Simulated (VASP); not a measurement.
## AlAs: single point with PBE

The system is AlAs.

```xyz
2
Lattice="0.0000 2.8639 2.8639 2.8639 0.0000 2.8639 2.8639 2.8639 0.0000" Properties=species:S:1:pos:R:3 pbc="T T T"
Al    0.0000    0.0000    0.0000
As    1.4319    1.4319    1.4319
```

```yaml
Program: VASP 6.6.1
Task: single point
Functional: PBE
Potentials_or_basis: VASP PAW PBE potentials, release 64 (Al, As)
Cutoff: 500 eV
k_mesh: 8 × 8 × 8
Occupations: gaussian, width 0.02 eV
Spin: no spin polarisation
Dipole_correction: no
Further_INCAR_settings: ALGO = Normal; EDIFF = 1e-06; NBANDS = 11
```

* Pressure: 0.2 GPa
* Band gap on the k mesh: 1.49 eV (least direct gap 1.78 eV)

Levels at points of the mesh, in eV from the valence-band top:
```
           k point  band 2  band 3  band 4  band 5  band 6  band 7
(0.00, 0.00, 0.00)    0.00    0.00    0.00    1.78    4.23    4.23
(0.50, 0.00, 0.00)   -5.42   -0.80   -0.80    2.01    4.65    4.65
(0.50, 0.50, 0.00)   -5.31   -2.10   -2.10    1.49    2.29   10.06
```

Run time: 19 s on 1 thread of AMD EPYC 7R43 64-Core Processor (Zen 3) (shared host), peak memory 0.13 GiB.

A k mesh can miss the band edges.
